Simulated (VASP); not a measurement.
# La (Pm-3m) in VASP: further runs, part 3 of 3

VASP 6.6.1. Earlier steps stand in the parts before.

## 4. Relaxation of cell and atoms, LDA, target pressure 170 GPa, at which the enthalpy is minimised

This run uses another cell than the first one, of 14.50 Å³/atom.

File INCAR:

```
SYSTEM = La
  ALGO = Normal
  EDIFF = 1E-7
  EDIFFG = -0.005
  ENCUT = 600
  GGA = CA
  IBRION = 2
  ISIF = 3
  ISMEAR = -1
  LASPH = .TRUE.
  LCHARG = .FALSE.
  LREAL = .FALSE.
  LWAVE = .FALSE.
  NELM = 80
  NSW = 60
  PREC = Accurate
  PSTRESS = 1700.0
  SIGMA = 0.08
```

File KPOINTS:

```
k-points
0
G
  15 15 15
  0 0 0
```

File POSCAR:

```
La
1.0
    2.4385248533      0.0000000000      0.0000000000
    0.0000000000      2.4385248533      0.0000000000
    0.0000000000      0.0000000000      2.4385248533
La
1
Direct
    0.0000000000      0.0000000000      0.0000000000
```

Potentials or basis: VASP PAW LDA potentials, release 64 (La).

On the command line:

```bash
> cat potpaw_LDA.64/La/POTCAR > POTCAR
> mpirun -np 1 vasp_std > vasp.out
```

OUTCAR:

```text
SYSTEM = La
   EDIFF = 1E-7
   EDIFFG = -0.005
   ENCUT = 600
   GGA = CA
   IBRION = 2
   ISIF = 3
   ISMEAR = -1
   LASPH = .TRUE.
   LREAL = .FALSE.
   NELM = 80
   NSW = 60
   PREC = Accurate
   PSTRESS = 1700.0

 ion  position               nearest neighbor table
   1  0.000  0.000  0.000-

  LATTYP: Found a simple cubic cell.
 ALAT       =     2.4385248533

  Lattice vectors:

 A1 = (   2.4385248533,   0.0000000000,   0.0000000000)
 A2 = (   0.0000000000,   2.4385248533,   0.0000000000)
 A3 = (   0.0000000000,   0.0000000000,   2.4385248533)

Analysis of symmetry for initial positions (statically):
=====================================================================
 Subroutine PRICEL returns:
 Original cell was already a primitive cell.

 Routine SETGRP: Setting up the symmetry group for a
 simple cubic supercell.

 Subroutine GETGRP returns: Found 48 space group operations
 (whereof 48 operations were pure point group operations)
 out of a pool of 48 trial point group operations.

The static configuration has the point symmetry O_h .

Analysis of symmetry for dynamics (positions and initial velocities):
=====================================================================
 Subroutine PRICEL returns:
 Original cell was already a primitive cell.

 Routine SETGRP: Setting up the symmetry group for a
 simple cubic supercell.

 Subroutine GETGRP returns: Found 48 space group operations
 (whereof 48 operations were pure point group operations)
 out of a pool of 48 trial point group operations.

The dynamic configuration has the point symmetry O_h .

 Subroutine INISYM returns: Found 48 space group operations
 (whereof 48 operations are pure point group operations),
 and found     1 'primitive' translations

----------------------------------------------------------------------------------------

                                     Primitive cell

  volume of cell :      14.5005

[... 132 lines left out ...]
  ---------------------------------------------------
  free energy    TOTEN  =        -0.77718840 eV

  energy without entropy =       -0.75190339  energy(sigma->0) =       -0.76454589

------------------------ aborting loop because EDIFF is reached ----------------------------------------

  FORCE on cell =-STRESS in cart. coord.  units (eV):
  Direction    XX          YY          ZZ          XY          YZ          ZX
  --------------------------------------------------------------------------------------
  -------------------------------------------------------------------------------------
  Total       17.3441371     17.3441371     17.3441371     -0.0000000      0.0000000     -0.0000000
  in kB     1916.3804053   1916.3804053   1916.3804053     -0.0000000      0.0000000     -0.0000000
  external PRESSURE =     216.3804053 kB  Pullay stress =    1700.0000000 kB
[... 94 lines left out ...]
  energy  without entropy=       -1.3015547535  energy(sigma->0) =       -1.31477015

  enthalpy is  TOTEN    =        14.5806118967 eV   P V=       15.9085974444

[... ionic steps 4 to 9 ...]

--------------------------------------- Ionic step       10  -------------------------------------------

 number of electron      11.0000000 magnetization

------------------------ aborting loop because EDIFF is reached ----------------------------------------
[... 69 lines left out ...]
--------------------------------------- Ionic step       12  -------------------------------------------

 number of electron      11.0000000 magnetization

 Free energy of the ion-electron system (eV)
  ---------------------------------------------------
  ext. energy  EPLUGINS =         0.00000000
  ---------------------------------------------------
  free energy    TOTEN  =        -1.26271594 eV

  energy without entropy =       -1.23643463  energy(sigma->0) =       -1.24957528

 E-fermi :  20.3495     XC(G=0): -13.9465

 val. band max:       20.3490691528   @ k =   0.3333   0.1333   0.0000
 cond. band min:      20.4072780070   @ k =   0.3333   0.1333   0.0667
 fundamental gap:      0.0582088541
 Fermi energy:        20.3495202254

 k-point     1 :       0.0000    0.0000    0.0000
  band No.  band energies     occupation
      1     -15.7108      2.00000
      2       8.5469      2.00000
      3       8.5469      2.00000
      4       8.5469      2.00000
      5      17.2836      2.00000
      6      17.2836      2.00000
      7      21.7042      0.00000
      8      23.9565      0.00000
      9      23.9565      0.00000
[... 265 lines left out ...]
 k-point    24 :       0.3333    0.2000    0.0000
  band No.  band energies     occupation
      1     -13.1292      2.00000
      2       0.3423      2.00000
      3       5.1862      2.00000
      4      10.5764      2.00000
      5      19.0232      2.00000
      6      20.1521      1.84369
      7      22.4067      0.00000
      8      24.3832      0.00000
      9      24.8090      0.00000

 [... further k-points ...]

------------------------ aborting loop because EDIFF is reached ----------------------------------------

  FORCE on cell =-STRESS in cart. coord.  units (eV):
  Direction    XX          YY          ZZ          XY          YZ          ZX
  --------------------------------------------------------------------------------------
  -------------------------------------------------------------------------------------
  Total       15.8466014     15.8466014     15.8466014      0.0000000     -0.0000000      0.0000000
  in kB     1700.4096741   1700.4096741   1700.4096741      0.0000000     -0.0000000      0.0000000
  external PRESSURE =       0.4096741 kB  Pullay stress =    1700.0000000 kB
[... 20 lines left out ...]
  energy  without entropy=       -1.2364346285  energy(sigma->0) =       -1.24957528

  enthalpy is  TOTEN    =        14.5800676302 eV   P V=       15.8427835680

 reached required accuracy - stopping structural energy minimisation
```

OSZICAR:

```text
N       E                     dE             d eps       ncg     rms          rms(c)
DAV:   1     0.805517267692E+02    0.80552E+02   -0.43888E+03  2184   0.213E+03
DAV:   2     0.622432370008E+01   -0.74327E+02   -0.72636E+02  2834   0.239E+02
DAV:   3    -0.102743596663E+01   -0.72518E+01   -0.67593E+01  3135   0.969E+01
[... 76 lines left out ...]
DAV:   2    -0.126131268673E+01    0.79516E-07   -0.35078E-07  2827   0.100E-02
  11 F= 0.14580068E+02 E0= 0.14593208E+02  d E =-.104244E-05
       N       E                     dE             d eps       ncg     rms          rms(c)
DAV:   1    -0.126271634337E+01   -0.14036E-02   -0.14326E-05  2344   0.620E-02    0.699E-03
DAV:   2    -0.126271599615E+01    0.34722E-06   -0.14083E-06  3176   0.214E-02    0.261E-03
DAV:   3    -0.126271593772E+01    0.58432E-07   -0.32928E-07  3244   0.969E-03
  12 F= 0.14580068E+02 E0= 0.14593208E+02  d E =-.165288E-05
```

CONTCAR:

```text
La
   1.00000000000000
     2.4624327774559163    0.0000000000000000    0.0000000000000000
    -0.0000000000000000    2.4624327774559163   -0.0000000000000000
    -0.0000000000000000    0.0000000000000000    2.4624327774559163
  La
     1
Direct
     1.0000000000000000    1.0000000000000000    0.0000000000000000

  0.00000000E+00  0.00000000E+00  0.00000000E+00
```

It took 2.3 min on 1 thread of Intel Xeon 8259CL, shared host; peak memory 0.16 GiB.

What came out:

| Quantity | Value |
| --- | --- |
| Free energy | -1.2627 eV |
| Relaxed volume | 14.93 Å³/atom |
| Relaxed cell | a = 2.462 Å, b = 2.462 Å, c = 2.462 Å, α = 90.00°, β = 90.00°, γ = 90.00° |
| Space group after relaxing (to 0.1 Å) | Pm-3m (No. 221) |
| Energy change on relaxing (the run minimises the enthalpy) | -485.5 meV/atom |
| Ionic steps | 12 |
| Pressure after relaxing | 170.0 GPa |
| Band gap on the k mesh | zero (an odd number of electrons rules out a gap without spin polarisation) |

Step by step:
```tsv
step	energy change (eV)	largest force (eV/Å)	pressure (GPa)	volume (Å³)
1	0.0000	0.0000	191.64	14.50
2	-3.0989	0.0000	56.76	19.01
3	-0.5508	0.0000	167.15	14.99
4	-0.4881	0.0000	169.93	14.93
5	-0.4788	0.0000	170.35	14.92
6	-0.4798	0.0000	170.30	14.93
7	-0.4828	0.0000	170.16	14.93
8	-0.4829	0.0000	170.16	14.93
9	-0.4831	0.0000	170.16	14.93
10	-0.4834	0.0000	170.15	14.93
11	-0.4841	0.0000	170.13	14.93
12	-0.4855	0.0000	170.04	14.93
```

Final structure:
```
La
1.0
     2.46243    0.00000    0.00000
     0.00000    2.46243    0.00000
     0.00000    0.00000    2.46243
La
1
Direct
  0.00000 0.00000 0.00000
```

Levels at points of the mesh, in eV from the Fermi level:
```csv
k point,band 3,band 4,band 5,band 6,band 7,band 8
"(0.00, 0.00, 0.00)",-11.80,-11.80,-3.07,-3.07,1.35,3.61
```

Caveat: the cell is relaxed towards a set pressure, so the run minimises the enthalpy, not the energy; spin-orbit coupling is left out, which moves the levels of the heavy elements.

## 5. Relaxation of cell and atoms, LDA, target pressure 170 GPa, at which the enthalpy is minimised

File INCAR:

```
SYSTEM = La
ALGO = Normal ; EDIFF = 1E-6
EDIFFG = -0.005 ; ENCUT = 600
GGA = CA ; IBRION = 2
ISIF = 3 ; ISMEAR = -1
LASPH = .TRUE. ; LCHARG = .FALSE.
LREAL = .FALSE. ; LWAVE = .FALSE.
NELM = 100 ; NSW = 32
PREC = Accurate ; PSTRESS = 1700.0
SIGMA = 0.08
```

KPOINTS is that of step 4.

File POSCAR:

```
La
1.0
    2.4629338750      0.0000000000      0.0000000000
    0.0000000000      2.4629338750      0.0000000000
    0.0000000000      0.0000000000      2.4629338750
La
1
Direct
    0.0000000000      0.0000000000      0.0000000000
```

Potentials or basis: VASP PAW LDA potentials, release 64 (La).

On the command line:

```bash
> cat potpaw_LDA.64/La/POTCAR > POTCAR
> mpirun -np 1 vasp_std > vasp.out
```

OUTCAR:

```text
SYSTEM = La
   EDIFF = 1E-6
   EDIFFG = -0.005
   ENCUT = 600
   GGA = CA
   IBRION = 2
   ISIF = 3
   ISMEAR = -1
   LASPH = .TRUE.
   LREAL = .FALSE.
   NELM = 100
   NSW = 32
   PREC = Accurate
   PSTRESS = 1700.0

 ion  position               nearest neighbor table
   1  0.000  0.000  0.000-

  LATTYP: Found a simple cubic cell.
 ALAT       =     2.4629338750

  Lattice vectors:

 A1 = (   2.4629338750,   0.0000000000,   0.0000000000)
 A2 = (   0.0000000000,   2.4629338750,   0.0000000000)
 A3 = (   0.0000000000,   0.0000000000,   2.4629338750)

Analysis of symmetry for initial positions (statically):
=====================================================================
 Subroutine PRICEL returns:
 Original cell was already a primitive cell.

 Routine SETGRP: Setting up the symmetry group for a
[... 255 lines left out ...]
 fundamental gap:      0.0581900991
 Fermi energy:        20.3486499017

 k-point     1 :       0.0000    0.0000    0.0000
  band No.  band energies     occupation
      1     -15.7112      2.00000
      2       8.5458      2.00000
      3       8.5458      2.00000
      4       8.5458      2.00000
      5      17.2827      2.00000
      6      17.2827      2.00000
      7      21.7031      0.00000
      8      23.9555      0.00000
      9      23.9555      0.00000
[... 265 lines left out ...]
 k-point    24 :       0.3333    0.2000    0.0000
  band No.  band energies     occupation
      1     -13.1297      2.00000
      2       0.3417      2.00000
      3       5.1852      2.00000
      4      10.5751      2.00000
      5      19.0223      2.00000
      6      20.1512      1.84375
      7      22.4058      0.00000
      8      24.3822      0.00000
      9      24.8079      0.00000

 [... further k-points ...]

------------------------ aborting loop because EDIFF is reached ----------------------------------------

  FORCE on cell =-STRESS in cart. coord.  units (eV):
  Direction    XX          YY          ZZ          XY          YZ          ZX
  --------------------------------------------------------------------------------------
  -------------------------------------------------------------------------------------
  Total       15.8432982     15.8432982     15.8432982      0.0000000      0.0000000     -0.0000000
  in kB     1699.9791399   1699.9791399   1699.9791399      0.0000000      0.0000000     -0.0000000
  external PRESSURE =      -0.0208601 kB  Pullay stress =    1700.0000000 kB
[... 20 lines left out ...]
  energy  without entropy=       -1.2372006579  energy(sigma->0) =       -1.25034180

  enthalpy is  TOTEN    =        14.5800096764 eV   P V=       15.8434926239

 reached required accuracy - stopping structural energy minimisation
```

CONTCAR:

```text
La
   1.00000000000000
     2.4624695129328238   -0.0000000000000000    0.0000000000000000
    -0.0000000000000000    2.4624695129328238   -0.0000000000000000
     0.0000000000000000   -0.0000000000000000    2.4624695129328238
  La
     1
Direct
     0.0000000000000000    0.0000000000000000    0.0000000000000000

  0.00000000E+00  0.00000000E+00  0.00000000E+00
```

Run time: 51 s. Hardware: 1 thread of Intel Xeon 8259CL, shared host; peak memory 0.15 GiB.

What came out:

* Free energy: -1.2635 eV
* Relaxed volume: 14.93 Å³/atom
* Relaxed cell: a = 2.462 Å, b = 2.462 Å, c = 2.462 Å, α = 90.00°, β = 90.00°, γ = 90.00°
* Space group after relaxing (to 0.1 Å): Pm-3m (No. 221)
* Energy change on relaxing (the run minimises the enthalpy): +9.0 meV/atom
* Ionic steps: 3
* Pressure after relaxing: 170.0 GPa
* Band gap on the k mesh: zero (an odd number of electrons rules out a gap without spin polarisation)

Step by step:
| step | energy change (eV) | largest force (eV/Å) | pressure (GPa) | volume (Å³) |
| --- | --- | --- | --- | --- |
| 1 | 0.0000 | 0.0000 | 169.60 | 14.94 |
| 2 | 0.0868 | 0.0000 | 173.48 | 14.86 |
| 3 | 0.0090 | 0.0000 | 170.00 | 14.93 |

Final structure:
```
CELL_PARAMETERS angstrom
2.46247 0.00000 0.00000
0.00000 2.46247 0.00000
0.00000 0.00000 2.46247
ATOMIC_POSITIONS crystal
La 0.00000 0.00000 0.00000
```

Caveat: the cell is relaxed towards a set pressure, so the run minimises the enthalpy, not the energy; spin-orbit coupling is left out, which moves the levels of the heavy elements.

## 6. The runs side by side

| task | cell | cutoff (eV) | gap on the mesh (eV) | pressure (GPa) |
| --- | --- | --- | --- | --- |
| single point | a = 2.463 Å, 1 atom | 520 | none | 169.6 |
| single point | a = 2.461 Å, 1 atom | 520 | none | 171.1 |
| relaxation of cell and atoms | relaxed to 170 GPa from a = 2.439 Å, 1 atom | 600 | none | 170.0 |
| relaxation of cell and atoms | relaxed to 170 GPa from a = 2.463 Å, 1 atom | 600 | none | 170.0 |

Alike in all rows: level LDA; potentials or basis VASP PAW LDA potentials, release 64 (La); no spin polarisation; k mesh 15 × 15 × 15; smearing fermi-dirac 0.08 eV.

Caveats: spin-orbit coupling is left out, which moves the levels of the heavy elements; the cell stands under pressure (at least some runs); the cell is relaxed towards a set pressure, so the run minimises the enthalpy, not the energy (at least some runs).

Total energies depend on the potentials used, so only differences within one code and one set of settings carry meaning.
